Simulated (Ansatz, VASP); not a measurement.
## MoS2 in VASP and in Ansatz

File POSCAR:

```
MoS2
1.0
    3.1841260822      0.0000000000      0.0000000000
   -1.5920630411      2.7575340760      0.0000000000
    0.0000000000      0.0000000000     17.3345999500
Mo S
1 2
Direct
    0.0000000000      0.0000000000      0.0000000000
    0.3333333333      0.6666666667      0.9105070200
    0.3333333333      0.6666666667      0.0894929800
```

Contents of INCAR.step1:

```
SYSTEM = MoS2
ALGO = Normal ; EDIFF = 1E-4
ENCUT = 520 ; GGA = PE
ISMEAR = -1 ; LASPH = .True.
LCHARG = .False. ; LREAL = .False.
LWAVE = .True. ; NBANDS = 20
NELM = 80 ; PREC = Accurate
SIGMA = 0.05
```

The input INCAR.step2:

```
SYSTEM = MoS2
ALGO = Normal ; EDIFF = 1E-6
ENCUT = 520 ; ISIF = 2
ISMEAR = -1 ; ISTART = 1
LASPH = .True. ; LCHARG = .False.
LMIXTAU = .True. ; LREAL = .False.
LWAVE = .False. ; METAGGA = R2SCAN
NBANDS = 20 ; NELM = 80
PREC = Accurate ; SIGMA = 0.05
```

The input KPOINTS:

```
k-points
0
Gamma
  10 10 2
  0 0 0
```

File input.yaml:

```yaml
crystal:
  lattice:
    - [3.1841260822, 0.0, 0.0]
    - [-1.5920630411, 2.757534076, 0.0]
    - [0.0, 0.0, 17.33459995]
  atoms:
    - { symbol: Mo, position: [0.0, 0.0, 0.0] }
    - { symbol: S, position: [0.3333333333, 0.6666666667, 0.91050702] }
    - { symbol: S, position: [0.3333333333, 0.6666666667, 0.08949298] }
hamiltonian:
  xc: r2scan
  pseudopotentials: { kind: paw }
kpoints:
  mp_grid: { grid: [10, 10, 2] }
scf:
  occupations: { method: fermi_dirac, width: 0.05 }
output:
  forces: true
  stress: true
  eigenvalues: true
  write_density: true
  write_potential: true
  elf: true
  volumetric_format: npy
```

Alike in both runs: task single point; functional r2SCAN; k mesh 10 × 10 × 2; occupations fermi-dirac, width 0.05 eV; no spin polarisation.

```csv
,VASP,Ansatz
version,VASP 6.6.1,Ansatz 0.2.0
potentials or method,"VASP PAW PBE potentials, release 64 (Mo_sv, S)",Ansatz PAW
plane-wave cutoff (eV),520,500
valence electrons in the cell,26,26
```

Ansatz gave:

```
gap on the k mesh at the Fermi level (eV) : 1.81
least direct gap on the mesh (eV)         : 2.03
rms of the force components (eV/Å)        : 0.008
```

Problem. What did VASP give for the same quantities?

Solution. gap on the k mesh at the Fermi level (eV): 1.83; least direct gap on the mesh (eV): 2.04; rms of the force components (eV/Å): 0.010.

VASP's potentials were made for PBE, not for r2SCAN. Atom by atom the forces differ by 0.002 eV/Å (rms over components).
